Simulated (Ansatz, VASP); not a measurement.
**Two plane-wave programs on Si**

File INCAR:

```
PREC = Accurate
ENCUT = 520
EDIFF = 1E-7
ISMEAR = 0
SIGMA = 0.05
LREAL = F
LASPH = T
NELM = 100
ALGO = Normal
ISIF = 2
LWAVE = F
LCHARG = T
LELF = T
LVHAR = T
NBANDS = 16
```

KPOINTS

```
regular mesh
0
Gamma
  10 10 6
```

POSCAR

```
Si
1.0
    0.0000000000     -2.7007989451     -2.7007989451
    0.0000000000      2.7007989451     -2.7007989451
    5.6538525117      0.0000000000      0.0000000000
Si
4
Direct
    0.5000000000      0.5000000000     -0.0244372133
    0.0000000000      0.0000000000      0.5244372133
    0.0000000000      0.5000000000      0.2500000000
    0.5000000000      0.0000000000      0.7500000000
```

Input for Ansatz:

```yaml
crystal:
  lattice:
    - [0.0, -2.7007989451, -2.7007989451]
    - [0.0, 2.7007989451, -2.7007989451]
    - [5.6538525117, 0.0, 0.0]
  atoms:
    - { symbol: Si, position: [0.5, 0.5, -0.0244372133] }
    - { symbol: Si, position: [0.0, 0.0, 0.5244372133] }
    - { symbol: Si, position: [0.0, 0.5, 0.25] }
    - { symbol: Si, position: [0.5, 0.0, 0.75] }
basis:
  ecutwfc: 420
kpoints:
  mp_grid: { grid: [10, 10, 6] }
hamiltonian:
  xc: lda
  pseudopotentials: { kind: paw, azcp: { folder: soft_1 } }
scf:
  occupations: { method: gaussian, width: 0.05 }
output:
  forces: true
  stress: true
  eigenvalues: true
  write_density: true
  write_potential: true
  elf: true
  volumetric_format: npy
```

Change from the starting cell: mode 6 frozen in at -0.132 Å, normal strain along x +0.0467.

Alike in both runs: task single point; functional LDA; k mesh 10 × 10 × 6; occupations gaussian, width 0.05 eV; no spin polarisation.

```csv
,VASP,Ansatz
version,VASP 6.6.1,Ansatz 0.2.0
potentials or method,"VASP PAW LDA potentials, release 64 (Si), cutoff 520 eV","scalar-relativistic, plane waves, PAW"
valence electrons in the cell,16,16
```

Ansatz gave:

* gap on the k mesh at the Fermi level (eV): none
* pressure (GPa): -3.2
* traceless stress, the component that is largest in VASP (GPa): -3.91
* rms of the force components (eV/Å): 0.874

Task: Which values does VASP return?

Result: gap on the k mesh at the Fermi level (eV): none; pressure (GPa): -3.1; traceless stress, the component that is largest in VASP (GPa): -3.91; rms of the force components (eV/Å): 0.875.

Ansatz warns that its potentials were made for another functional, while VASP's fit it. LDA's correlation is that of Perdew and Zunger in VASP and of Perdew and Wang (1992) in Ansatz. Atom by atom the forces differ by 0.000 eV/Å (rms over components). A gap of «none» marks a metal or a gap that the smearing closes.
